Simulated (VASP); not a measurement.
Wanted: the native input for a VASP 6.6.1 run.

* Task: single point
* Functional: PBE
* Potentials or basis: VASP PAW PBE potentials, release 64 (Ga_d, N)
* Cutoff: 520 eV
* k mesh: 10 × 10 × 10
* Occupations: fermi-dirac, width 0.02 eV
* Spin: no spin polarisation
* Dipole correction: no
* Further INCAR settings: ALGO = Normal; EDIFF = 1e-07; NBANDS = 16

The structure of GaN lies in POSCAR:

```
GaN
1.0
    0.0000000000      2.0058305430      2.1085152350
    2.0058305430      0.0000000000      2.1085152350
    2.0058305430      2.0058305430      0.0000000000
Ga N
1 1
Direct
    0.0000000000      0.0000000000      0.0000000000
    0.5000000000      0.5000000000      0.5000000000
```

This cell differs from its parent crystal: biaxial xy strain -4.9%.

These files were run (other wordings do the same):

INCAR

```
SYSTEM = GaN
  ALGO = Normal
  EDIFF = 1E-7
  ENCUT = 520
  GGA = PE
  ISIF = 2
  ISMEAR = -1
  LASPH = .TRUE.
  LCHARG = .FALSE.
  LREAL = .FALSE.
  LWAVE = .FALSE.
  NBANDS = 16
  NELM = 80
  PREC = Accurate
  SIGMA = 0.02
```

KPOINTS

```
k-points
0
G
  10 10 10
  0 0 0
```

Potentials or basis: VASP PAW PBE potentials, release 64 (Ga_d, N).

Command:

```console
$ cat potpaw_PBE.64/Ga_d/POTCAR potpaw_PBE.64/N/POTCAR > POTCAR
$ mpirun -np 1 vasp_std > vasp.out
```

It gave:

| Item | Value |
| --- | --- |
| Pressure | 41.3 GPa |
| Band gap on the k mesh | 1.02 eV, indirect (least direct gap 3.92 eV) |

Caveat: the cell differs from its parent crystal (biaxial xy strain -4.9%).

Wall time 32 s on 1 thread of AMD EPYC 7R13 (shared host), peak memory 0.16 GiB.
